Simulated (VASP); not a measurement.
Crystal: HPbNO4.

```
H Pb N O
1.0
     4.20407    0.00000    0.00000
     2.02172    3.83952    0.00000
     2.04686    1.27900    6.28132
H Pb N O
1 1 1 4
Direct
  0.89145 0.68202 0.62796
  0.14426 0.92872 0.88352
  0.25670 0.28861 0.30171
  0.83108 0.65056 0.78405
  0.38694 0.22380 0.11295
  0.31104 0.03576 0.45856
  0.07726 0.60633 0.32275
```

Base run:

* Program: VASP 6.6.1
* Functional: PBEsol
* Potentials or basis: VASP PAW PBE potentials, release 64 (H, Pb_d, N, O)
* Cutoff: 520 eV
* k mesh: 7 × 7 × 5
* Occupations: fermi-dirac, width 0.05 eV
* Spin: no spin polarisation

Its results: band gap on the k mesh 2.78 eV (least direct gap 2.81 eV); pressure -2.2 GPa; largest force 0.382 eV/Å.

Question: The run is repeated on the same cell with these changes: functional from PBEsol to RPBE; further incar settings from ALGO = Normal; EDIFF = 1e-06; NBANDS = 31 to ALGO = Normal; EDIFF = 1e-07; NBANDS = 31. What comes out?

Answer: Band gap on the k mesh 2.85 eV (least direct gap 2.87 eV); pressure 3.3 GPa; largest force 0.666 eV/Å.

Caveats: the standard files for N, O and F lose accuracy on very short bonds; the PAW data sets were made with another functional, which shifts forces and pressure a little; spin-orbit coupling is left out, which moves the levels of the heavy elements; an odd mesh through Γ misses points on the zone boundary, where band edges can lie; the cell stands under pressure (at least some runs).
